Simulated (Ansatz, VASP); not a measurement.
## AlN: VASP beside Ansatz

File INCAR:

```
SYSTEM = AlN
PREC = Accurate ; ENCUT = 520
EDIFF = 1E-6 ; ISMEAR = 0
SIGMA = 0.05 ; LREAL = .FALSE.
LASPH = .TRUE. ; NELM = 80
ALGO = Normal ; ISIF = 2
LWAVE = .FALSE. ; LCHARG = .TRUE.
GGA = PS ; LELF = .TRUE.
LVHAR = .TRUE. ; NBANDS = 11
```

KPOINTS

```
Automatic mesh
0
G
  14 14 14
  0 0 0
```

POSCAR

```
AlN
1.0
    0.0000000000      2.0558867167      2.0558867167
    2.0558867167      0.0000000000      2.0558867167
    2.0558867167      2.0558867167      0.0000000000
Al N
1 1
Direct
    0.0000000000      0.0000000000      0.0000000000
    0.5000000000      0.5000000000      0.5000000000
```

Input for Ansatz:

```yaml
crystal:
  lattice:
    - [0.0, 2.0558867167, 2.0558867167]
    - [2.0558867167, 0.0, 2.0558867167]
    - [2.0558867167, 2.0558867167, 0.0]
  atoms:
    - { symbol: Al, position: [0.0, 0.0, 0.0] }
    - { symbol: "N", position: [0.5, 0.5, 0.5] }
basis:
  ecutwfc: 420
  ecutrho_ratio: 4
kpoints:
  mp_grid: { grid: [14, 14, 14] }
hamiltonian:
  xc: pbesol
scf:
  occupations: { method: gaussian, width: 0.05 }
output:
  forces: true
  stress: true
  eigenvalues: true
```

Alike in both runs: task single point; functional PBEsol; k mesh 14 × 14 × 14; occupations gaussian, width 0.05 eV; no spin polarisation.

|  | VASP | Ansatz |
| --- | --- | --- |
| version | VASP 6.6.1 | Ansatz 0.2.0 |
| potentials or method | VASP PAW PBE potentials, release 64 (Al, N), cutoff 520 eV | scalar-relativistic, plane waves, PAW |
| valence electrons in the cell | 8 | 8 |

```csv
,VASP,Ansatz,Ansatz less VASP
gap on the k mesh at the Fermi level (eV),4.09,4.09,+0.004
least direct gap on the mesh (eV),4.96,4.95,-0.018
pressure (GPa),-11.8,-11.7,+0.09
```

VASP's potentials were made for PBE, not for PBEsol.
